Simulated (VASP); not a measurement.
Set up this calculation in VASP 6.6.1, as the native input.

| Quantity | Value |
| --- | --- |
| Task | single point |
| Functional | LDA |
| Potentials or basis | VASP PAW LDA potentials, release 64 (Ca_sv, Mg) |
| Cutoff | 520 eV |
| k mesh | 15 × 15 × 8 |
| Occupations | gaussian, width 0.15 eV |
| Spin | no spin polarisation |
| Dipole correction | no |
| Further INCAR settings | ALGO = Normal; EDIFF = 1e-06; NBANDS = 13 |

The structure of CaMg lies in POSCAR:

```
CaMg
1.0
    3.7781621001      0.0000000000      0.0000000000
   -1.8890810500      3.2719843583      0.0000000000
    0.0000000000      0.0000000000      5.7909669400
Ca Mg
1 1
Direct
    0.0000000000      0.0000000000      0.5000000000
    0.6666666667      0.3333333333      0.0000000000
```

This cell differs from its parent crystal: strain +0.030 along x and y, +0.030 along z.

The input as run:

INCAR

```
PREC = Accurate
ENCUT = 520
EDIFF = 1E-6
ISMEAR = 0
SIGMA = 0.15
LREAL = False
LASPH = True
NELM = 80
ALGO = Normal
ISIF = 2
LWAVE = False
LCHARG = False
NBANDS = 13
```

KPOINTS

```
Automatic mesh
0
Gamma
  15 15 8
```

Potentials or basis: VASP PAW LDA potentials, release 64 (Ca_sv, Mg).

Run with:

```bash
$ cat potpaw_LDA.64/Ca_sv/POTCAR potpaw_LDA.64/Mg/POTCAR > POTCAR
$ mpirun -np 1 vasp_std > vasp.out
```

It gave:

* Pressure: -3.3 GPa
* Band gap on the k mesh: zero (bands 6 and 7 overlap by 0.68 eV)

Caveat: the cell differs from its parent crystal (strain +0.030 along x and y, +0.030 along z); the cell stands under tension.

It took 58 s on 1 thread of AMD EPYC 9R45 96-Core Processor (Zen 5), with other jobs on the host, peak memory 0.24 GiB.
